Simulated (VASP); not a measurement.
# Ir (Fm-3m) in VASP: single point with PBEsol

Aim: the single point of Ir with PBEsol.

Program: VASP 6.6.1. These are calculated values, not measurements. Logs are shortened: lines on timing, memory, paths and dates and some standing lists are left out, and cuts for length are marked.

## 1. The cell of the first run

The structure is cubic, space group Fm-3m (No. 225). The conventional cell has a = 3.567 Å, b = 3.567 Å, c = 3.567 Å, α = 90.00°, β = 90.00°, γ = 90.00°. Ir (site symmetry m-3m) has 12 Ir at 2.52 Å within 3.3 Å.

## 2. Single point, PBEsol

Input file INCAR:

```
PREC     = Accurate       # precision mode
ENCUT    = 520            # plane-wave cutoff, eV
EDIFF    = 1E-6           # SCF threshold, eV
ISMEAR   = 0              # smearing method
SIGMA    = 0.1            # smearing width, eV
LREAL    = F              # projectors in reciprocal space
LASPH    = T              # aspherical terms in the spheres
NELM     = 80             # most SCF steps
ALGO     = Fast           # electronic algorithm
ISIF     = 2              # what is computed and relaxed
LWAVE    = F              # write WAVECAR
LCHARG   = F              # write CHGCAR
GGA      = PS             # functional
NBANDS   = 10             # bands
```

Input file KPOINTS:

```
Automatic mesh
0
Gamma
  48 48 48
```

Input file POSCAR:

```
Ir
1.0
    0.0000000000      1.7835502290      1.7835502290
    1.7835502290      0.0000000000      1.7835502290
    1.7835502290      1.7835502290      0.0000000000
Ir
1
Direct
    0.0000000000      0.0000000000      0.0000000000
```

Potentials or basis: VASP PAW PBE potentials, release 64 (Ir).

Command:

```console
cat potpaw_PBE.64/Ir/POTCAR > POTCAR
mpirun -np 1 vasp_std > vasp.out
```

OUTCAR:

```text
PREC = Accurate
   ENCUT = 520
   EDIFF = 1E-6
   ISMEAR = 0
   LREAL = F
   LASPH = T
   NELM = 80
   ISIF = 2
   GGA = PS

 ion  position               nearest neighbor table
   1  0.000  0.000  0.000-

  LATTYP: Found a face centered cubic cell.
 ALAT       =     3.5671004580

  Lattice vectors:

 A1 = (   0.0000000000,   1.7835502290,   1.7835502290)
 A2 = (   1.7835502290,   0.0000000000,   1.7835502290)
 A3 = (   1.7835502290,   1.7835502290,   0.0000000000)

Analysis of symmetry for initial positions (statically):
=====================================================================
 Subroutine PRICEL returns:
 Original cell was already a primitive cell.

 Routine SETGRP: Setting up the symmetry group for a
 face centered cubic supercell.

 Subroutine GETGRP returns: Found 48 space group operations
 (whereof 48 operations were pure point group operations)
 out of a pool of 48 trial point group operations.

The static configuration has the point symmetry O_h .

Analysis of symmetry for dynamics (positions and initial velocities):
=====================================================================
 Subroutine PRICEL returns:
 Original cell was already a primitive cell.

 Routine SETGRP: Setting up the symmetry group for a
 face centered cubic supercell.

 Subroutine GETGRP returns: Found 48 space group operations
 (whereof 48 operations were pure point group operations)
 out of a pool of 48 trial point group operations.

The dynamic configuration has the point symmetry O_h .

 Subroutine INISYM returns: Found 48 space group operations
 (whereof 48 operations are pure point group operations),
 and found     1 'primitive' translations

----------------------------------------------------------------------------------------

                                     Primitive cell

  volume of cell :      11.3471

  direct lattice vectors                    reciprocal lattice vectors
     0.000000000  1.783550229  1.783550229    -0.280339736  0.280339736  0.280339736
     1.783550229  0.000000000  1.783550229     0.280339736 -0.280339736  0.280339736
     1.783550229  1.783550229  0.000000000     0.280339736  0.280339736 -0.280339736

  length of vectors
     2.522320923  2.522320923  2.522320923     0.485562666  0.485562666  0.485562666

  position of ions in fractional coordinates (direct lattice)
     0.000000000  0.000000000  0.000000000

  ion indices of the primitive-cell ions
   primitive index   ion index
                 1           1

----------------------------------------------------------------------------------------

 KPOINTS: Automatic mesh

Automatic generation of k-mesh.
 Grid dimensions read from file:
 generate k-points for:   48   48   48

 Generating k-lattice:

  Cartesian coordinates                     Fractional coordinates (reciprocal lattice)
    -0.005840411  0.005840411  0.005840411     0.020833333  0.000000000  0.000000000
     0.005840411 -0.005840411  0.005840411     0.000000000  0.020833333  0.000000000
     0.005840411  0.005840411 -0.005840411     0.000000000  0.000000000  0.020833333

  Length of vectors
     0.010115889  0.010115889  0.010115889

  Shift w.r.t. Gamma in fractional coordinates (k-lattice)
     0.000000000  0.000000000  0.000000000

 Subroutine IBZKPT returns following result:
 ===========================================

 Found   2769 irreducible k-points:

 Following reciprocal coordinates:
            Coordinates               Weight
  0.000000  0.000000  0.000000      1.000000
  0.020833  0.000000  0.000000      8.000000
  0.041667  0.000000  0.000000      8.000000
  0.062500  0.000000  0.000000      8.000000
  0.083333  0.000000  0.000000      8.000000
  0.104167  0.000000  0.000000      8.000000
[... 16 lines left out ...]
  0.458333  0.000000  0.000000      8.000000
  0.479167  0.000000  0.000000      8.000000
 [... further k-points ...]
   k-points           NKPTS =   2769   k-points in BZ     NKDIM =   2769   number of bands    NBANDS=     10
   number of dos      NEDOS =    301   number of ions     NIONS =      1
   total plane-waves  NPLWV =   8000
   dimension x,y,z NGX =    20 NGY =   20 NGZ =   20
   dimension x,y,z NGXF=    40 NGYF=   40 NGZF=   40
   ions per type =               1
   NGX,Y,Z   is equivalent  to a cutoff of  13.18, 13.18, 13.18 a.u.
   NGXF,Y,Z  is equivalent  to a cutoff of  26.36, 26.36, 26.36 a.u.
 SYSTEM =  unknown system
   PREC   = accura    normal or accurate (medium, high low for compatibility)
   ISTART =      0    job   : 0-new  1-cont  2-samecut
   ICHARG =      2    charge: 1-file 2-atom 10-const
   ISPIN  =      1    spin polarized calculation?
   LNONCOLLINEAR =      F non collinear calculations
   LSORBIT =      F    spin-orbit coupling
   LASPH  =      T    aspherical Exc in radial PAW
   ENCUT  =  520.0 eV  38.22 Ry    6.18 a.u.   4.69  4.69  4.69*2*pi/ulx,y,z
   NELM   =     80;   NELMIN=  2; NELMDL= -5     # of ELM steps
   EDIFF  = 0.1E-05   stopping-criterion for ELM
   LREAL  =      F    real-space projection
   EDIFFG = 0.1E-04   stopping-criterion for IOM
   NSW    =      0    number of steps for IOM
   IBRION =     -1    ionic relax: 0-MD 1-quasi-New 2-CG
   NFREE  =      0    steps in history (QN), initial steepest desc. (CG)
   ISIF   =      2    stress and relaxation
   ISYM   =      2    0-nonsym 1-usesym 2-fastsym
   POTIM  = 0.5000    time-step for ionic-motion
   TEBEG  =    0.0;   TEEND  =   0.0 temperature during run
   PSTRESS=    0.0 pullay stress
   NELECT =       9.0000    total number of electrons
   NUPDOWN=      -1.0000    fix difference up-down
   EMIN   =  10.00;   EMAX   =-10.00  energy-range for DOS
   EFERMI =   0.00;   METHOD = LEGACY
   ISMEAR =     0;   SIGMA  =   0.10  broadening in eV -4-tet -1-fermi 0-gaus
   EFERMI_NEDOS =   21; number of points for ismear=-14 and -15
   IALGO  =     68    algorithm
   IMIX   =      4    mixing-type and parameters
     AMIX     =   0.40;   BMIX     =  1.00
     AMIX_MAG =   1.60;   BMIX_MAG =  1.00
  volume/ion in A,a.u.               =      11.35        76.57
  Fermi-wavevector in a.u.,A,eV,Ry     =   1.515399  2.863689 31.244882  2.296434
  Thomas-Fermi vector in A             =   2.624928
   LORBIT       =      0    0 simple, 1 ext, 2 COOP (PROOUT), +10 PAW based schemes
   GGA     = PS    functional components
   LHFCALC =     F    Hartree Fock is set to
   AEXX    =    0.0000 exact exchange contribution
   IVDW    =     0    specifies the selected vdW correction
   LEPSILON=     F    determine dielectric tensor
   LRPA    =     F    only Hartree local field effects (RPA)
 non-spin polarized calculation
 RMM-DIIS sequential band-by-band and
 Gauss-broadening in eV      SIGMA  =   0.10
  energy-cutoff  :      520.00
  volume of cell :       11.35
 maximum number of plane-waves:       322
   NGX =  9   NGY =  9   NGZ =  9

 number of electron       8.9999999 magnetization

 Free energy of the ion-electron system (eV)
  ---------------------------------------------------
  ext. energy  EPLUGINS =         0.00000000
  ---------------------------------------------------
  free energy    TOTEN  =        -8.82335479 eV

  energy without entropy =       -8.82031223  energy(sigma->0) =       -8.82183351

 E-fermi :  14.5247     XC(G=0): -15.4239

 val. band max:       14.5244573524   @ k =   0.5000   0.3333   0.1250
 cond. band min:      14.5279335846   @ k =  -0.3750   0.1875   0.0000
 fundamental gap:      0.0034762322
 Fermi energy:        14.5247406719

 k-point     1 :       0.0000    0.0000    0.0000
  band No.  band energies     occupation
      1       0.8020      2.00000
      2       9.0798      2.00000
      3       9.0798      2.00000
      4       9.0798      2.00000
      5      12.9112      2.00000
      6      12.9112      2.00000
      7      28.1559      0.00000
      8      35.1394      0.00000
      9      35.1394      0.00000
     10      35.1394      0.00000

 k-point     2 :       0.0208    0.0000    0.0000
  band No.  band energies     occupation
      1       0.8271      2.00000
      2       9.0640      2.00000
      3       9.0916      2.00000
      4       9.0916      2.00000
      5      12.9016      2.00000
      6      12.9016      2.00000
      7      28.2035      0.00000
      8      34.9992      0.00000
      9      35.1837      0.00000
     10      35.1837      0.00000

 k-point     3 :       0.0417    0.0000    0.0000
  band No.  band energies     occupation
      1       0.9020      2.00000
      2       9.0178      2.00000
      3       9.1265      2.00000
      4       9.1265      2.00000
      5      12.8738      2.00000
      6      12.8738      2.00000
      7      28.3448      0.00000
      8      34.6251      0.00000
      9      35.3161      0.00000
     10      35.3161      0.00000

 k-point     4 :       0.0625    0.0000    0.0000
  band No.  band energies     occupation
      1       1.0253      2.00000
      2       8.9445      2.00000
      3       9.1828      2.00000
      4       9.1828      2.00000
      5      12.8309      2.00000
      6      12.8309      2.00000
      7      28.5748      0.00000
      8      34.1081      0.00000
      9      35.5346      0.00000
     10      35.5346      0.00000
[... 222 lines left out ...]
 k-point    22 :       0.4375    0.0000    0.0000
  band No.  band energies     occupation
      1       3.7770      2.00000
      2       8.9672      2.00000
      3       8.9672      2.00000
      4      12.5587      2.00000
      5      15.6120      0.00000
      6      15.6120      0.00000
      7      24.9933      0.00000
      8      28.3067      0.00000
      9      36.7939      0.00000
     10      36.7939      0.00000

 k-point    23 :       0.4583    0.0000    0.0000
  band No.  band energies     occupation
      1       3.7557      2.00000
      2       8.9273      2.00000
      3       8.9273      2.00000
      4      12.9334      2.00000
      5      15.7740      0.00000
      6      15.7740      0.00000
      7      24.6887      0.00000
      8      28.0004      0.00000
      9      36.4581      0.00000
     10      36.4581      0.00000

 k-point    24 :       0.4792    0.0000    0.0000
  band No.  band energies     occupation
      1       3.7420      2.00000
      2       8.9030      2.00000
      3       8.9030      2.00000
      4      13.1770      2.00000
      5      15.8747      0.00000
      6      15.8747      0.00000
      7      24.4817      0.00000
      8      27.8214      0.00000
      9      36.2528      0.00000
     10      36.2528      0.00000

 [... further k-points ...]

------------------------ aborting loop because EDIFF is reached ----------------------------------------

  FORCE on cell =-STRESS in cart. coord.  units (eV):
  Direction    XX          YY          ZZ          XY          YZ          ZX
  --------------------------------------------------------------------------------------
  -------------------------------------------------------------------------------------
  Total       10.2346111     10.2346111     10.2346111     -0.0000000      0.0000000     -0.0000000
  in kB     1445.0933370   1445.0933370   1445.0933370     -0.0000000      0.0000000     -0.0000000
  external PRESSURE =    1445.0933370 kB  Pullay stress =       0.0000000 kB

 VOLUME and BASIS-vectors are now :
 -----------------------------------------------------------------------------
  energy-cutoff  :      520.00
  volume of cell :       11.35
      direct lattice vectors                 reciprocal lattice vectors
     0.000000000  1.783550229  1.783550229    -0.280339736  0.280339736  0.280339736
     1.783550229  0.000000000  1.783550229     0.280339736 -0.280339736  0.280339736
     1.783550229  1.783550229  0.000000000     0.280339736  0.280339736 -0.280339736

 POSITION                                       TOTAL-FORCE (eV/Angst)
 -----------------------------------------------------------------------------------
      0.00000      0.00000      0.00000         0.000000      0.000000      0.000000
 -----------------------------------------------------------------------------------
    total drift:                               -0.000000     -0.000000     -0.000000

  FREE ENERGIE OF THE ION-ELECTRON SYSTEM (eV)
  ---------------------------------------------------
  free  energy   TOTEN  =        -8.8233547906 eV

  energy  without entropy=       -8.8203122300  energy(sigma->0) =       -8.82183351
```

Run time: 4 min. Hardware: 1 thread of AMD EPYC 7R13 (Zen 3), shared host; peak memory 0.4 GiB.

What came out:

```
Free energy : -8.8234 eV
Pressure    : 144.5 GPa
```

Caveat: the PAW data sets were made with another functional, which shifts forces and pressure a little; spin-orbit coupling is left out, which moves the levels of the heavy elements.
